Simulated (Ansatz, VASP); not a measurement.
# One calculation of As2Se, two programs

Contents of INCAR:

```
PREC     = Accurate       # precision mode
ENCUT    = 520            # plane-wave cutoff, eV
EDIFF    = 1E-7           # SCF threshold, eV
ISMEAR   = 0              # smearing method
SIGMA    = 0.1            # smearing width, eV
LREAL    = F              # projectors in reciprocal space
LASPH    = T              # aspherical terms in the spheres
NELM     = 60             # most SCF steps
ALGO     = Normal         # electronic algorithm
ISIF     = 2              # what is computed and relaxed
LWAVE    = F              # write WAVECAR
LCHARG   = T              # write CHGCAR
GGA      = PE             # functional
LELF     = T              # ELF
LVHAR    = T            
NBANDS   = 25             # bands
```

KPOINTS

```
Automatic mesh
0
Gamma
  4 4 4
```

POSCAR

```
As2Se
1.0
    0.0000000000      4.1793700200      4.1793700200
    4.1793700200      0.0000000000      4.1793700200
    4.1793700200      4.1793700200      0.0000000000
As Se
4 2
Direct
    0.1250000000      0.1250000000      0.1250000000
    0.6250000000      0.1250000000      0.1250000000
    0.1250000000      0.1250000000      0.6250000000
    0.1250000000      0.6250000000      0.1250000000
    0.5000000000      0.5000000000      0.5000000000
    0.7500000000      0.7500000000      0.7500000000
```

Input for Ansatz:

```yaml
crystal:
  lattice:
    - [0.0, 4.17937002, 4.17937002]
    - [4.17937002, 0.0, 4.17937002]
    - [4.17937002, 4.17937002, 0.0]
  atoms:
    - { symbol: As, position: [0.125, 0.125, 0.125] }
    - { symbol: As, position: [0.625, 0.125, 0.125] }
    - { symbol: As, position: [0.125, 0.125, 0.625] }
    - { symbol: As, position: [0.125, 0.625, 0.125] }
    - { symbol: Se, position: [0.5, 0.5, 0.5] }
    - { symbol: Se, position: [0.75, 0.75, 0.75] }
basis:
  ecutwfc: 420
kpoints:
  mp_grid: { grid: [4, 4, 4] }
hamiltonian:
  xc: pbe
scf:
  occupations: { method: gaussian, width: 0.1 }
  lower_state_search: "off"
output:
  forces: true
  stress: true
  eigenvalues: true
```

Change from the starting cell: species swapped into the HoPt2 type (Fd-3m, No. 227).

Alike in both runs: task single point; functional PBE; k mesh 4 × 4 × 4; occupations gaussian, width 0.1 eV; no spin polarisation.

|  | VASP | Ansatz |
| --- | --- | --- |
| version | VASP 6.6.1 | Ansatz 0.2.0 |
| potentials or method | VASP PAW PBE potentials, release 64 (As, Se), cutoff 520 eV | scalar-relativistic, plane waves, PAW |
| valence electrons in the cell | 32 | 92 |

```tsv
	VASP	Ansatz	Ansatz less VASP
gap on the k mesh at the Fermi level (eV)	none	none	-
pressure (GPa)	-8.5	-8.5	0.00
```

A gap of «none» marks a metal or a gap that the smearing closes. VASP's potentials hold 32 valence electrons a cell and Ansatz's 92, so a difference there can come from the potentials and not from the codes.
